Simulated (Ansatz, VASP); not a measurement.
**Two plane-wave programs on Y**

The input INCAR:

```
SYSTEM = Y
PREC = Accurate
ENCUT = 520
EDIFF = 1E-6
ISMEAR = -1
SIGMA = 0.1
LREAL = .False.
LASPH = .True.
NELM = 100
ALGO = Normal
ISIF = 2
LWAVE = .False.
LCHARG = .False.
NBANDS = 12
```

File KPOINTS:

```
Automatic mesh
0
Gamma
  13 13 13
  0 0 0
```

Contents of POSCAR:

```
Y
1.0
    0.0000000000      2.4532964697      2.4532964697
    2.4532964697      0.0000000000      2.4532964697
    2.4532964697      2.4532964697      0.0000000000
Y
1
Direct
    0.0000000000      0.0000000000      0.0000000000
```

Input for Ansatz:

```yaml
crystal:
  lattice:
    - [0.0, 2.4532964697, 2.4532964697]
    - [2.4532964697, 0.0, 2.4532964697]
    - [2.4532964697, 2.4532964697, 0.0]
  atoms:
    - { symbol: "Y", position: [0.0, 0.0, 0.0] }
hamiltonian:
  xc: lda
  pseudopotentials:
    kind: paw
    azcp:
      "Y": "pseudopotentials/Y.paw.azcp"
basis:
  ecutwfc: 420
  fft_grid_basis: typed
kpoints:
  mp_grid: { grid: [13, 13, 13], shift: [0, 0, 0] }
magnetization:
  spin_polarized: false
scf:
  occupations: { method: fermi_dirac, width: 0.1 }
  lower_state_search: "off"
output:
  stress: true
  write_density: true
  write_potential: true
  elf: true
  volumetric_format: npy
```

Alike in both runs: task single point; functional LDA; k mesh 13 × 13 × 13; occupations fermi-dirac, width 0.1 eV; no spin polarisation.

|  | VASP | Ansatz |
| --- | --- | --- |
| version | VASP 6.6.1 | Ansatz 0.2.0 |
| potentials or method | VASP PAW LDA potentials, release 64 (Y_sv), cutoff 520 eV | plane waves (420 eV) with PAW, scalar-relativistic |
| valence electrons in the cell | 11 | 11 |

```tsv
	VASP	Ansatz	Ansatz less VASP
pressure (GPa)	-0.2	0.0	+0.20
```

Ansatz warns that its potentials were made for another functional, while VASP's fit it. LDA's correlation is that of Perdew and Zunger in VASP and of Perdew and Wang (1992) in Ansatz.
